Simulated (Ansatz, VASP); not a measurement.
One calculation of InSe, two programs

The input INCAR:

```
ALGO     = Normal         # electronic algorithm
EDIFF    = 1E-6           # SCF threshold, eV
ENCUT    = 520            # plane-wave cutoff, eV
GGA      = CA             # functional
ISIF     = 2              # what is computed and relaxed
ISMEAR   = -1             # smearing method
LASPH    = T              # aspherical terms in the spheres
LCHARG   = F              # write CHGCAR
LREAL    = F              # projectors in reciprocal space
LWAVE    = F              # write WAVECAR
NBANDS   = 27             # bands
NELM     = 60             # most SCF steps
PREC     = Accurate       # precision mode
SIGMA    = 0.05           # smearing width, eV
```

Contents of KPOINTS:

```
k-points
0
Gamma
  7 7 6
```

The input POSCAR:

```
InSe
1.0
    5.7872883920     -2.0408589492      0.0000000000
    5.7872883920      2.0408589492      0.0000000000
   -1.7116673433      0.0000000000      4.7393244240
In Se
2 2
Direct
    0.8882032500      0.8882032500      0.0468413600
    0.1117967500      0.1117967500      0.9531586400
    0.6609275900      0.6609275900      0.6689556200
    0.3390724100      0.3390724100      0.3310443800
```

Contents of input.yaml:

```yaml
crystal:
  lattice:
    - [5.787288392, -2.0408589492, 0.0]
    - [5.787288392, 2.0408589492, 0.0]
    - [-1.7116673433, 0.0, 4.739324424]
  atoms:
    - { symbol: In, position: [0.88820325, 0.88820325, 0.04684136] }
    - { symbol: In, position: [0.11179675, 0.11179675, 0.95315864] }
    - { symbol: Se, position: [0.66092759, 0.66092759, 0.66895562] }
    - { symbol: Se, position: [0.33907241, 0.33907241, 0.33104438] }
hamiltonian:
  xc: lda
  pseudopotentials: { kind: paw }
kpoints:
  mp_grid: { grid: [7, 7, 6] }
scf:
  occupations: { method: fermi_dirac, width: 0.05 }
output:
  forces: true
  stress: true
  eigenvalues: true
  write_density: true
  write_potential: true
  elf: true
  volumetric_format: npy
```

Alike in both runs: task single point; functional LDA; k mesh 7 × 7 × 6; occupations fermi-dirac, width 0.05 eV; no spin polarisation.

|  | VASP | Ansatz |
| --- | --- | --- |
| version | VASP 6.6.1 | Ansatz 0.2.0 |
| potentials or method | VASP PAW LDA potentials, release 64 (In_d, Se) | Ansatz PAW |
| plane-wave cutoff (eV) | 520 | 420 |
| valence electrons in the cell | 38 | 58 |

VASP gave:

- gap on the k mesh at the Fermi level (eV): 1.04
- least direct gap on the mesh (eV): 1.14
- pressure (GPa): -1.7
- traceless stress, the component that is largest in VASP (GPa): -0.43
- rms of the force components (eV/Å): 0.037

Estimate Ansatz's values.

gap on the k mesh at the Fermi level (eV): 1.03; least direct gap on the mesh (eV): 1.13; pressure (GPa): -1.8; traceless stress, the component that is largest in VASP (GPa): -0.46; rms of the force components (eV/Å): 0.026.

LDA's correlation is that of Perdew and Zunger in VASP and of Perdew and Wang (1992) in Ansatz. Atom by atom the forces differ by 0.012 eV/Å (rms over components). VASP's potentials hold 38 valence electrons a cell and Ansatz's 58, so a difference there can come from the potentials and not from the codes.

Noted on Ansatz's run: odd divisions of the mesh miss points on the zone boundary, where band edges often lie, so the gap on the mesh can be too wide.
